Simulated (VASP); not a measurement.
# HfO2 (P6/mmm) in VASP: a series of runs

Runs on HfO2. Level: PBEsol. Tasks: relaxation of cell and atoms.

All numbers are computed with VASP 6.6.1; they aren't measurements. Logs are shortened: lines on timing, memory, paths and dates and some standing lists are left out, and cuts for length are marked.

## (1) The cell of the first run

Symmetry: P6/mmm, No. 191, hexagonal system. The conventional cell has a = 3.555 Å, b = 3.555 Å, c = 2.671 Å, α = 90.00°, β = 90.00°, γ = 120.00°. Within 3.2 Å of Hf (site symmetry 6/mmm) lie 12 O at 2.45 Å and 2 Hf at 2.67 Å. O (site symmetry -6m2) has 5 O at 2.05 to 2.67 Å and 6 Hf at 2.45 Å within 2.7 Å.

## (2) Relaxation of cell and atoms, PBEsol

INCAR

```
PREC = Accurate ; ENCUT = 600
EDIFF = 1E-6 ; ISMEAR = -1
SIGMA = 0.02 ; LREAL = False
LASPH = True ; NELM = 60
ALGO = Normal ; ISIF = 3
LWAVE = False ; LCHARG = False
GGA = PS ; IBRION = 2
NSW = 60 ; EDIFFG = -0.03
```

KPOINTS

```
regular mesh
0
Gamma
  7 7 7
```

POSCAR

```
HfO2
1.0
    3.5546675039      0.0000000000      0.0000000000
   -1.7773337520      3.0784323604      0.0000000000
    0.0000000000      0.0000000000      2.6711219765
Hf O
1 2
Direct
    0.0000000000      0.0000000000      0.0000000000
    0.3333333333      0.6666666667      0.5000000000
    0.6666666667      0.3333333333      0.5000000000
```

Potentials or basis: VASP PAW PBE potentials, release 64 (Hf_pv, O).

The run is started by

```console
$ cat potpaw_PBE.64/Hf_pv/POTCAR potpaw_PBE.64/O/POTCAR > POTCAR
$ mpirun -np 1 vasp_std > vasp.out
```

OUTCAR:

```text
PREC = Accurate
   ENCUT = 600
   EDIFF = 1E-6
   ISMEAR = -1
   LREAL = False
   LASPH = True
   NELM = 60
   ISIF = 3
   GGA = PS
   IBRION = 2
   NSW = 60
   EDIFFG = -0.03

 ion  position               nearest neighbor table
   1  0.000  0.000  0.000-   2 2.45   3 2.45   2 2.45   3 2.45   3 2.45   3 2.45   2 2.45   2 2.45
                             3 2.45   3 2.45   2 2.45   2 2.45
   2  0.333  0.667  0.500-   1 2.45   1 2.45   1 2.45   1 2.45   1 2.45   1 2.45
   3  0.667  0.333  0.500-   1 2.45   1 2.45   1 2.45   1 2.45   1 2.45   1 2.45

  LATTYP: Found a hexagonal cell.
 ALAT       =     3.5546675039
 C/A-ratio  =     0.7514407391

  Lattice vectors:

 A1 = (   3.5546675039,   0.0000000000,   0.0000000000)
 A2 = (  -1.7773337520,   3.0784323604,   0.0000000000)
 A3 = (   0.0000000000,   0.0000000000,   2.6711219765)

Analysis of symmetry for initial positions (statically):
=====================================================================
 Subroutine PRICEL returns:
 Original cell was already a primitive cell.

 Routine SETGRP: Setting up the symmetry group for a
 hexagonal supercell.

 Subroutine GETGRP returns: Found 24 space group operations
 (whereof 24 operations were pure point group operations)
 out of a pool of 24 trial point group operations.

The static configuration has the point symmetry D_6h.

Analysis of symmetry for dynamics (positions and initial velocities):
=====================================================================
 Subroutine PRICEL returns:
 Original cell was already a primitive cell.

 Routine SETGRP: Setting up the symmetry group for a
 hexagonal supercell.

 Subroutine GETGRP returns: Found 24 space group operations
 (whereof 24 operations were pure point group operations)
 out of a pool of 24 trial point group operations.

The dynamic configuration has the point symmetry D_6h.

 Subroutine INISYM returns: Found 24 space group operations
 (whereof 24 operations are pure point group operations),
 and found     1 'primitive' translations

----------------------------------------------------------------------------------------

                                     Primitive cell

  volume of cell :      29.2296

  direct lattice vectors                    reciprocal lattice vectors
     3.554667504  0.000000000  0.000000000     0.281320264  0.162420330  0.000000000
    -1.777333752  3.078432360  0.000000000     0.000000000  0.324840660  0.000000000
     0.000000000  0.000000000  2.671121976     0.000000000  0.000000000  0.374374517

  length of vectors
     3.554667504  3.554667504  2.671121976     0.324840660  0.324840660  0.374374517

  position of ions in fractional coordinates (direct lattice)
     0.000000000  0.000000000  0.000000000
     0.333333333  0.666666667  0.500000000
     0.666666667  0.333333333  0.500000000

  ion indices of the primitive-cell ions
   primitive index   ion index
                 1           1
                 2           2
                 3           3

----------------------------------------------------------------------------------------

 KPOINTS: regular mesh

Automatic generation of k-mesh.
 Grid dimensions read from file:
 generate k-points for:    7    7    7

 Generating k-lattice:

  Cartesian coordinates                     Fractional coordinates (reciprocal lattice)
     0.040188609  0.023202904  0.000000000     0.142857143  0.000000000  0.000000000
     0.000000000  0.046405809  0.000000000     0.000000000  0.142857143  0.000000000
     0.000000000  0.000000000  0.053482074     0.000000000  0.000000000  0.142857143

  Length of vectors
     0.046405809  0.046405809  0.053482074

  Shift w.r.t. Gamma in fractional coordinates (k-lattice)
     0.000000000  0.000000000  0.000000000

 Subroutine IBZKPT returns following result:
 ===========================================

 Found     32 irreducible k-points:

 Following reciprocal coordinates:
            Coordinates               Weight
  0.000000  0.000000  0.000000      1.000000
  0.142857  0.000000  0.000000      6.000000
  0.285714 -0.000000  0.000000      6.000000
  0.428571 -0.000000  0.000000      6.000000
  0.142857  0.142857  0.000000      6.000000
  0.285714  0.142857  0.000000     12.000000
[... 16 lines left out ...]
  0.428571  0.142857  0.285714     12.000000
  0.285714  0.285714  0.285714     12.000000
 [... further k-points ...]
   k-points           NKPTS =     32   k-points in BZ     NKDIM =     32   number of bands    NBANDS=     15
   number of dos      NEDOS =    301   number of ions     NIONS =      3
   total plane-waves  NPLWV =  18816
   dimension x,y,z NGX =    28 NGY =   28 NGZ =   24
   dimension x,y,z NGXF=    56 NGYF=   56 NGZF=   48
   ions per type =               1   2
   NGX,Y,Z   is equivalent  to a cutoff of  13.10, 13.10, 14.94 a.u.
   NGXF,Y,Z  is equivalent  to a cutoff of  26.19, 26.19, 29.87 a.u.
 SYSTEM =  unknown system
   PREC   = accura    normal or accurate (medium, high low for compatibility)
   ISTART =      0    job   : 0-new  1-cont  2-samecut
   ICHARG =      2    charge: 1-file 2-atom 10-const
   ISPIN  =      1    spin polarized calculation?
   LNONCOLLINEAR =      F non collinear calculations
   LSORBIT =      F    spin-orbit coupling
   LASPH  =      T    aspherical Exc in radial PAW
   ENCUT  =  600.0 eV  44.10 Ry    6.64 a.u.   7.10  7.10  5.33*2*pi/ulx,y,z
   NELM   =     60;   NELMIN=  2; NELMDL= -5     # of ELM steps
   EDIFF  = 0.1E-05   stopping-criterion for ELM
   LREAL  =      F    real-space projection
   EDIFFG = -.3E-01   stopping-criterion for IOM
   NSW    =     60    number of steps for IOM
   IBRION =      2    ionic relax: 0-MD 1-quasi-New 2-CG
   NFREE  =      1    steps in history (QN), initial steepest desc. (CG)
   ISIF   =      3    stress and relaxation
   ISYM   =      2    0-nonsym 1-usesym 2-fastsym
   POTIM  = 0.5000    time-step for ionic-motion
   TEBEG  =    0.0;   TEEND  =   0.0 temperature during run
   PSTRESS=    0.0 pullay stress
   NELECT =      22.0000    total number of electrons
   NUPDOWN=      -1.0000    fix difference up-down
   EMIN   =  10.00;   EMAX   =-10.00  energy-range for DOS
   EFERMI =   0.00;   METHOD = LEGACY
   ISMEAR =    -1;   SIGMA  =   0.02  broadening in eV -4-tet -1-fermi 0-gaus
   EFERMI_NEDOS =   21; number of points for ismear=-14 and -15
   IALGO  =     38    algorithm
   IMIX   =      4    mixing-type and parameters
     AMIX     =   0.40;   BMIX     =  1.00
     AMIX_MAG =   1.60;   BMIX_MAG =  1.00
  volume/ion in A,a.u.               =       9.74        65.75
  Fermi-wavevector in a.u.,A,eV,Ry     =   1.489161  2.814106 30.172281  2.217600
  Thomas-Fermi vector in A             =   2.602104
   LORBIT       =      0    0 simple, 1 ext, 2 COOP (PROOUT), +10 PAW based schemes
   GGA     = PS    functional components
   LHFCALC =     F    Hartree Fock is set to
   AEXX    =    0.0000 exact exchange contribution
   IVDW    =     0    specifies the selected vdW correction
   LEPSILON=     F    determine dielectric tensor
   LRPA    =     F    only Hartree local field effects (RPA)
 conjugate gradient relaxation of ions
 non-spin polarized calculation
  energy-cutoff  :      600.00
  volume of cell :       29.23
 maximum number of plane-waves:       992
   NGX = 15   NGY = 15   NGZ = 11

--------------------------------------- Ionic step        1  -------------------------------------------

 number of electron      21.9999998 magnetization

 Free energy of the ion-electron system (eV)
  ---------------------------------------------------
  ext. energy  EPLUGINS =         0.00000000
  ---------------------------------------------------
  free energy    TOTEN  =       -25.94096880 eV

  energy without entropy =      -25.93738227  energy(sigma->0) =      -25.93917554

------------------------ aborting loop because EDIFF is reached ----------------------------------------

  FORCE on cell =-STRESS in cart. coord.  units (eV):
  Direction    XX          YY          ZZ          XY          YZ          ZX
  --------------------------------------------------------------------------------------
  -------------------------------------------------------------------------------------
  Total       -0.5285593     -0.5285593     -0.7160373      0.0000000      0.0000000      0.0000000
  in kB      -28.9722315    -28.9722315    -39.2485759      0.0000000      0.0000000      0.0000000
  external PRESSURE =     -32.3976796 kB  Pullay stress =       0.0000000 kB
[... 59 lines left out ...]
  energy  without entropy=      -25.9362338203  energy(sigma->0) =      -25.93802126

--------------------------------------- Ionic step        3  -------------------------------------------

 number of electron      21.9999999 magnetization

 Free energy of the ion-electron system (eV)
  ---------------------------------------------------
  ext. energy  EPLUGINS =         0.00000000
  ---------------------------------------------------
  free energy    TOTEN  =       -25.94500174 eV

  energy without entropy =      -25.94142795  energy(sigma->0) =      -25.94321484

 E-fermi :   6.8741     XC(G=0): -13.1125

 val. band max:        6.8583332014   @ k =   0.2857   0.1429   0.4286
 cond. band min:       6.9085850783   @ k =   0.4286   0.1429   0.1429
 fundamental gap:      0.0502518769
 Fermi energy:         6.8741230349

 k-point     1 :       0.0000    0.0000    0.0000
  band No.  band energies     occupation
      1     -24.4357      2.00000
      2     -24.4357      2.00000
      3     -23.6064      2.00000
      4     -14.3089      2.00000
      5      -9.0781      2.00000
      6      -0.2293      2.00000
      7      -0.2293      2.00000
      8       3.7209      2.00000
      9       4.3227      2.00000
     10       5.4554      2.00000
     11       5.4554      2.00000
     12       6.2585      2.00000
     13      10.4198      0.00000
     14      12.0896      0.00000
     15      12.0896      0.00000
[... 397 lines left out ...]
 k-point    24 :       0.2857    0.2857    0.2857
  band No.  band energies     occupation
      1     -24.8082      2.00000
      2     -24.4981      2.00000
      3     -24.4259      2.00000
      4     -11.9406      2.00000
      5     -11.1733      2.00000
      6      -0.4401      2.00000
      7       1.8276      2.00000
      8       1.9351      2.00000
      9       2.8989      2.00000
     10       4.0139      2.00000
     11       7.5926      0.00000
     12       9.6688      0.00000
     13      10.8773      0.00000
     14      11.4631      0.00000
     15      12.3127      0.00000

 [... further k-points ...]

------------------------ aborting loop because EDIFF is reached ----------------------------------------

  FORCE on cell =-STRESS in cart. coord.  units (eV):
  Direction    XX          YY          ZZ          XY          YZ          ZX
  --------------------------------------------------------------------------------------
  -------------------------------------------------------------------------------------
  Total        0.0111728      0.0111728     -0.0133386     -0.0000000      0.0000000      0.0000000
  in kB        0.6206942      0.6206942     -0.7410098     -0.0000000      0.0000000      0.0000000
  external PRESSURE =       0.1667929 kB  Pullay stress =       0.0000000 kB
[... 18 lines left out ...]
  FREE ENERGIE OF THE ION-ELECTRON SYSTEM (eV)
  ---------------------------------------------------
  free  energy   TOTEN  =       -25.9450017392 eV

  energy  without entropy=      -25.9414279453  energy(sigma->0) =      -25.94321484

 reached required accuracy - stopping structural energy minimisation
```

Wall time 51 s (1 thread of Intel Xeon 8259CL, shared host); peak memory 0.17 GiB.

What came out:

| Item | Value |
| --- | --- |
| Free energy | -25.9450 eV |
| Relaxed volume | 9.61 Å³/atom |
| Relaxed cell | a = 3.540 Å, b = 3.540 Å, c = 2.657 Å, α = 90.00°, β = 90.00°, γ = 120.00° |
| Space group after relaxing (to 0.1 Å) | P6/mmm (No. 191) |
| Energy gained by relaxing | 1.3 meV/atom |
| Ionic steps | 3 |
| Pressure after relaxing | 0.0 GPa |
| Band gap on the k mesh | zero (bands 11 and 12 overlap by 1.81 eV) |

Step by step:
```tsv
step	energy change (eV)	largest force (eV/Å)	pressure (GPa)	volume (Å³)
1	0.0000	0.0000	-3.24	29.23
2	0.0012	0.0000	3.83	28.40
3	-0.0040	0.0000	0.02	28.84
```

Final structure:
```
Hf O
1.0
     3.54048    0.00000    0.00000
    -1.77024    3.06615    0.00000
     0.00000    0.00000    2.65668
Hf O
1 2
Cartesian
  1.7702 3.0661 0.0000
  0.0000 2.0441 1.3283
  1.7702 1.0220 1.3283
```

Caveat: the PAW data sets were made with another functional, which shifts forces and pressure a little; spin-orbit coupling is left out, which moves the levels of the heavy elements.

(Continued in part 2 of 2.)
